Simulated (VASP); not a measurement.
Runs of VASP 6.6.1 on PbF2. The structure is tetragonal, space group P4_2/mnm (No. 136). Conventional cell: a = 5.578 Å, b = 5.578 Å, c = 3.940 Å, α = 90.00°, β = 90.00°, γ = 90.00°. Pb (site symmetry mmm) has 6 F at 2.44 to 2.48 Å within 3.2 Å. F (site symmetry m2m) has 3 Pb at 2.44 to 2.48 Å and 1 F at 3.01 Å within 3.2 Å. 

```csv
level,smearing,gap on the mesh (eV),pressure (GPa)
r2SCAN,tetrahedron,4.05,0.0
r2SCAN,gaussian 0.001 eV,4.05,0.0
r2SCAN,fermi-dirac 0.001 eV,4.05,0.0
r2SCAN,fermi-dirac 0.2 eV,4.05,0.0
PBEsol,gaussian 0.01 eV,(a),-0.8
r2SCAN,methfessel-paxton 0.05 eV,4.05,0.0
```

Alike in all rows: task single point; potentials or basis VASP PAW PBE potentials, release 64 (Pb_d, F); no spin polarisation; cell as given; k mesh 4 × 4 × 4; cutoff (eV) 520.

Question: Fill in the values left out.

Answer: (a) 3.64.

Caveats: the structure was generated, so it needn't be the stable form of PbF2; the PAW data sets were made with another functional, which shifts forces and pressure a little; spin-orbit coupling is left out, which moves the levels of the heavy elements.

A k mesh can miss the band edges, and the runs leave out spin-orbit coupling on Pb.
